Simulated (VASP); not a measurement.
Te: relaxation of cell and atoms with PBE+D3(BJ)

Te:

```
Te
1.0
     0.00000    3.23500    3.23500
     3.23500    0.00000    3.23500
     3.23500    3.23500    0.00000
Te
2
Direct
  0.00000 0.00000 0.00000
  0.25000 0.25000 0.25000
```

This isn't the form of Te at room conditions, which is trigonal, of chains.

```
Program                : VASP 6.6.1
Task                   : relaxation of cell and atoms
Functional             : PBE
Dispersion             : D3(BJ)
Potentials or basis    : VASP PAW PBE potentials, release 64 (Te)
Cutoff                 : 500 eV
k mesh                 : 5 × 5 × 5
Occupations            : fermi-dirac, width 0.05 eV
Spin                   : no spin polarisation
Target pressure        : 10 GPa
Dipole correction      : no
Further INCAR settings : ALGO = Normal; EDIFF = 1e-07; IBRION = 2; EDIFFG = -0.01; NSW = 80; ISIF = 3
```

| Item | Value |
| --- | --- |
| Relaxed volume | 35.86 Å³/atom |
| Relaxed cell | a = 4.664 Å, b = 4.664 Å, c = 4.664 Å, α = 60.00°, β = 60.00°, γ = 60.00° |
| Space group after relaxing (to 0.1 Å) | Fd-3m (No. 227) |
| Energy change on relaxing (the run minimises the enthalpy) | -152.2 meV/atom |
| Ionic steps | 4 |
| Pressure after relaxing | 10.0 GPa |
| Band gap on the k mesh | zero (bands 6 and 7 overlap by 1.18 eV) |
| Dispersion energy per atom | -0.395 eV |

Step by step:
| step | energy change (eV) | largest force (eV/Å) | pressure (GPa) | volume (Å³) |
| --- | --- | --- | --- | --- |
| 1 | 0.0000 | 0.0000 | 14.53 | 67.71 |
| 2 | -0.5758 | 0.0000 | 5.26 | 77.53 |
| 3 | -0.3095 | 0.0000 | 9.93 | 71.80 |
| 4 | -0.3043 | 0.0000 | 10.01 | 71.72 |

Final structure:
```yaml
crystal:
  lattice:
    - [0.00000, 3.29760, 3.29760]
    - [3.29760, 0.00000, 3.29760]
    - [3.29760, 3.29760, 0.00000]
  atoms:
    - { symbol: Te, position: [0.00000, 0.00000, 0.00000] }
    - { symbol: Te, position: [0.25000, 0.25000, 0.25000] }
```

Levels at points of the mesh, in eV from the Fermi level:
```
           k point  band 4  band 5  band 6  band 7  band 8  band 9
(0.00, 0.00, 0.00)   -3.77   -3.77   -1.05   -1.05   -1.05    3.43
```

It took 16 s on 1 thread of Intel(R) Xeon(R) 6975P-C (Granite Rapids), on a shared host, peak memory 0.21 GiB.

Caveat: the cell is relaxed towards a set pressure, so the run minimises the enthalpy, not the energy; spin-orbit coupling is left out, which moves the levels of the heavy elements.
